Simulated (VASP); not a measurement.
# Sb (P6/mmm) in VASP: notebook

Runs on Sb. Level: revPBE. Tasks: single point.

All numbers are computed with VASP 6.6.1; they aren't measurements. Logs are shortened: lines on timing, memory, paths and dates and some standing lists are left out, and cuts for length are marked.

### Step 1. The cell of the first run

Symmetry: P6/mmm, No. 191, hexagonal system. Conventional cell: a = 5.465 Å, b = 5.465 Å, c = 3.259 Å, α = 90.00°, β = 90.00°, γ = 120.00°. Within 4.3 Å of Sb (site symmetry 6/mmm) lie 14 Sb at 3.26 to 3.55 Å. Sb (site symmetry -6m2) has 11 Sb at 3.16 to 3.55 Å within 4.2 Å.

### Step 2. Single point, revPBE

File INCAR:

```
PREC     = Accurate       # precision mode
ENCUT    = 520            # plane-wave cutoff, eV
EDIFF    = 1E-6           # SCF threshold, eV
ISMEAR   = -1             # smearing method
SIGMA    = 0.1            # smearing width, eV
LREAL    = F              # projectors in reciprocal space
LASPH    = T              # aspherical terms in the spheres
NELM     = 60             # most SCF steps
ALGO     = Normal         # electronic algorithm
ISIF     = 2              # what is computed and relaxed
LWAVE    = F              # write WAVECAR
LCHARG   = T              # write CHGCAR
GGA      = RE             # functional
LELF     = T              # ELF
LVHAR    = T            
NBANDS   = 14             # bands
```

File KPOINTS:

```
Automatic mesh
0
Gamma
  7 7 10
```

File POSCAR:

```
Sb
1.0
    5.4651781660      0.0000000000      0.0000000000
   -2.7325890830      4.7329831280      0.0000000000
    0.0000000000      0.0000000000      3.2585977104
Sb
3
Direct
    0.0000000000      1.0000000000      0.0000000000
    0.3333333333      0.6666666667      0.5000000000
    0.6666666667      0.3333333333      0.5000000000
```

Potentials or basis: VASP PAW PBE potentials, release 64 (Sb).

Run with:

```bash
$ cat potpaw_PBE.64/Sb/POTCAR > POTCAR
$ mpirun -np 1 vasp_std > vasp.out
```

OUTCAR:

```text
PREC = Accurate
   ENCUT = 520
   EDIFF = 1E-6
   ISMEAR = -1
   LREAL = F
   LASPH = T
   NELM = 60
   ISIF = 2
   GGA = RE

 ion  position               nearest neighbor table
   1  0.000  0.000  0.000-   2 3.55   3 3.55   2 3.55   3 3.55   3 3.55   3 3.55   2 3.55   2 3.55
                             3 3.55   3 3.55   2 3.55   2 3.55
   2  0.333  0.667  0.500-   3 3.16   3 3.16   3 3.16   1 3.55   1 3.55   1 3.55   1 3.55   1 3.55
                             1 3.55
   3  0.667  0.333  0.500-   2 3.16   2 3.16   2 3.16   1 3.55   1 3.55   1 3.55   1 3.55   1 3.55
                             1 3.55

  LATTYP: Found a hexagonal cell.
 ALAT       =     5.4651781660
 C/A-ratio  =     0.5962472972

  Lattice vectors:

 A1 = (   5.4651781660,   0.0000000000,   0.0000000000)
 A2 = (  -2.7325890830,   4.7329831280,   0.0000000000)
 A3 = (   0.0000000000,   0.0000000000,   3.2585977104)

Analysis of symmetry for initial positions (statically):
=====================================================================
 Subroutine PRICEL returns:
 Original cell was already a primitive cell.

 Routine SETGRP: Setting up the symmetry group for a
 hexagonal supercell.

 Subroutine GETGRP returns: Found 24 space group operations
 (whereof 24 operations were pure point group operations)
 out of a pool of 24 trial point group operations.

The static configuration has the point symmetry D_6h.

Analysis of symmetry for dynamics (positions and initial velocities):
=====================================================================
 Subroutine PRICEL returns:
 Original cell was already a primitive cell.

 Routine SETGRP: Setting up the symmetry group for a
 hexagonal supercell.

 Subroutine GETGRP returns: Found 24 space group operations
 (whereof 24 operations were pure point group operations)
 out of a pool of 24 trial point group operations.

The dynamic configuration has the point symmetry D_6h.

 Subroutine INISYM returns: Found 24 space group operations
 (whereof 24 operations are pure point group operations),
 and found     1 'primitive' translations

----------------------------------------------------------------------------------------

                                     Primitive cell

  volume of cell :      84.2888

  direct lattice vectors                    reciprocal lattice vectors
     5.465178166  0.000000000  0.000000000     0.182976651  0.105641619  0.000000000
    -2.732589083  4.732983128  0.000000000     0.000000000  0.211283238  0.000000000
     0.000000000  0.000000000  3.258597710     0.000000000  0.000000000  0.306880471

  length of vectors
     5.465178166  5.465178166  3.258597710     0.211283238  0.211283238  0.306880471

  position of ions in fractional coordinates (direct lattice)
[... 91 lines left out ...]
   PSTRESS=    0.0 pullay stress
   NELECT =      15.0000    total number of electrons
   NUPDOWN=      -1.0000    fix difference up-down
   EMIN   =  10.00;   EMAX   =-10.00  energy-range for DOS
   EFERMI =   0.00;   METHOD = LEGACY
   ISMEAR =    -1;   SIGMA  =   0.10  broadening in eV -4-tet -1-fermi 0-gaus
   EFERMI_NEDOS =   21; number of points for ismear=-14 and -15
   IALGO  =     38    algorithm
   IMIX   =      4    mixing-type and parameters
     AMIX     =   0.40;   BMIX     =  1.00
     AMIX_MAG =   1.60;   BMIX_MAG =  1.00
  volume/ion in A,a.u.               =      28.10       189.60
  Fermi-wavevector in a.u.,A,eV,Ry     =   0.920835  1.740126 11.536889  0.847937
  Thomas-Fermi vector in A             =   2.046185
   LORBIT       =      0    0 simple, 1 ext, 2 COOP (PROOUT), +10 PAW based schemes
   GGA     = RE    functional components
   LHFCALC =     F    Hartree Fock is set to
   AEXX    =    0.0000 exact exchange contribution
   IVDW    =     0    specifies the selected vdW correction
   LEPSILON=     F    determine dielectric tensor
   LRPA    =     F    only Hartree local field effects (RPA)
 non-spin polarized calculation
  energy-cutoff  :      520.00
  volume of cell :       84.29
 maximum number of plane-waves:      2286
 NGX is ok and might be reduce to    42
   NGX = 21   NGY = 21   NGZ = 13

 number of electron      15.0000000 magnetization

 Free energy of the ion-electron system (eV)
  ---------------------------------------------------
  ext. energy  EPLUGINS =         0.00000000
  ---------------------------------------------------
  free energy    TOTEN  =       -10.71390486 eV

  energy without entropy =      -10.63928907  energy(sigma->0) =      -10.67659697

 E-fermi :   8.0126     XC(G=0): -10.0042

 val. band max:        8.0107205588   @ k =   0.1429   0.1429   0.4000
 cond. band min:       8.0126533986   @ k =   0.4286  -0.0000   0.1000
 fundamental gap:      0.0019328398
 Fermi energy:         8.0125501530

 k-point     1 :       0.0000    0.0000    0.0000
  band No.  band energies     occupation
      1      -4.5715      2.00000
      2      -0.2324      2.00000
      3      -0.0145      2.00000
      4       4.1886      2.00000
      5       4.1886      2.00000
      6       4.4581      2.00000
      7       4.4581      2.00000
      8       9.6011      0.00000
      9      13.0782      0.00000
     10      13.0782      0.00000
     11      13.4710      0.00000
     12      13.4804      0.00000
     13      13.4888      0.00000
     14      18.1575      0.00000
[... 377 lines left out ...]
      1      -2.4735      2.00000
      2      -1.6629      2.00000
      3      -1.5902      2.00000
      4       4.8023      2.00000
      5       5.3521      2.00000
      6       6.7177      2.00000
      7       7.5132      1.98653
      8       8.1287      0.47688
      9       8.6808      0.00250
     10      10.6473      0.00000
     11      10.6560      0.00000
     12      11.4165      0.00000
     13      15.1204      0.00000
     14      15.2663      0.00000

 [... further k-points ...]
[... 5 lines left out ...]
  --------------------------------------------------------------------------------------
  -------------------------------------------------------------------------------------
  Total       -0.0911800     -0.0911800     -0.0894985      0.0000000      0.0000000      0.0000000
  in kB       -1.7331657     -1.7331657     -1.7012043      0.0000000      0.0000000      0.0000000
  external PRESSURE =      -1.7225119 kB  Pullay stress =       0.0000000 kB

 VOLUME and BASIS-vectors are now :
 -----------------------------------------------------------------------------
  energy-cutoff  :      520.00
  volume of cell :       84.29
      direct lattice vectors                 reciprocal lattice vectors
     5.465178166  0.000000000  0.000000000     0.182976651  0.105641619  0.000000000
    -2.732589083  4.732983128  0.000000000     0.000000000  0.211283238  0.000000000
     0.000000000  0.000000000  3.258597710     0.000000000  0.000000000  0.306880471

 POSITION                                       TOTAL-FORCE (eV/Angst)
 -----------------------------------------------------------------------------------
      0.00000      0.00000      0.00000        -0.000000      0.000000     -0.000000
     -0.00000      3.15532      1.62930        -0.000000      0.000000     -0.000000
      2.73259      1.57766      1.62930         0.000000     -0.000000      0.000000
 -----------------------------------------------------------------------------------
    total drift:                               -0.000000      0.000000     -0.000000

  FREE ENERGIE OF THE ION-ELECTRON SYSTEM (eV)
  ---------------------------------------------------
  free  energy   TOTEN  =       -10.7139048608 eV

  energy  without entropy=      -10.6392890693  energy(sigma->0) =      -10.67659697
```

OSZICAR:

```text
N       E                     dE             d eps       ncg     rms          rms(c)
DAV:   1     0.574202121685E+02    0.57420E+02   -0.47557E+03  1344   0.798E+02
DAV:   2    -0.743521977194E+01   -0.64855E+02   -0.60900E+02  1714   0.139E+02
DAV:   3    -0.106925695330E+02   -0.32573E+01   -0.31892E+01  1646   0.332E+01
DAV:   4    -0.107224797858E+02   -0.29910E-01   -0.29887E-01  1518   0.382E+00
DAV:   5    -0.107227868158E+02   -0.30703E-03   -0.30703E-03  1698   0.447E-01    0.296E+00
DAV:   6    -0.107166371227E+02    0.61497E-02   -0.65904E-03  1560   0.464E-01    0.168E+00
DAV:   7    -0.107137660553E+02    0.28711E-02   -0.13304E-02  1512   0.658E-01    0.896E-02
DAV:   8    -0.107139039791E+02   -0.13792E-03   -0.33101E-04  1692   0.127E-01    0.179E-02
DAV:   9    -0.107139070588E+02   -0.30797E-05   -0.67986E-06  1614   0.197E-02    0.412E-03
DAV:  10    -0.107139056627E+02    0.13960E-05   -0.47336E-07  1068   0.381E-03    0.196E-03
DAV:  11    -0.107139048608E+02    0.80190E-06   -0.75839E-08   996   0.202E-03
   1 F= -.10713905E+02 E0= -.10676597E+02  d E =-.746158E-01
```

It took 53 s on 1 thread of Intel Xeon 6975P-C, shared host; peak memory 0.21 GiB.

Results:

- Free energy: -10.7139 eV
- Pressure: -0.2 GPa

Caveat: the PAW data sets were made with another functional, which shifts forces and pressure a little; spin-orbit coupling is left out, which moves the levels of the heavy elements.

[end of part 1 of 3]
